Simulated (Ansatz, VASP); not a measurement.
**F: VASP beside Ansatz**

```
F
1.0
    14.00000    0.00000    0.00000
     0.00000   14.40000    0.00000
     0.00000    0.00000   14.80000
F
1
Direct
  0.50000 0.50000 0.50000
```

Alike in both runs: task single point; functional RPBE; k mesh 1 × 1 × 1; occupations fermi-dirac, width 0.01 eV; collinear spin.

|  | VASP | Ansatz |
| --- | --- | --- |
| version | VASP 6.6.1 | Ansatz 0.2.0 |
| potentials or method | VASP PAW PBE potentials, release 64 (F), cutoff 520 eV | plane waves (420 eV) with PAW, scalar-relativistic |
| valence electrons in the cell | 7 | 7 |

|  | VASP | Ansatz | Ansatz less VASP |
| --- | --- | --- | --- |
| gap on the k mesh at the Fermi level (eV) | 9.84 | 1.12 | -8.718 |
| net moment per atom (μB) | 1.00 | 1.00 | 0.000 |
| size of the moment on the site where the two differ most (μB) | 0.85 | 1.00 | +0.151 |

VASP's potentials were made for PBE, not for RPBE. Site moments also hang on the region over which each program counts them. One of these differences is far larger than is usual between the two programs; its cause wasn't traced.
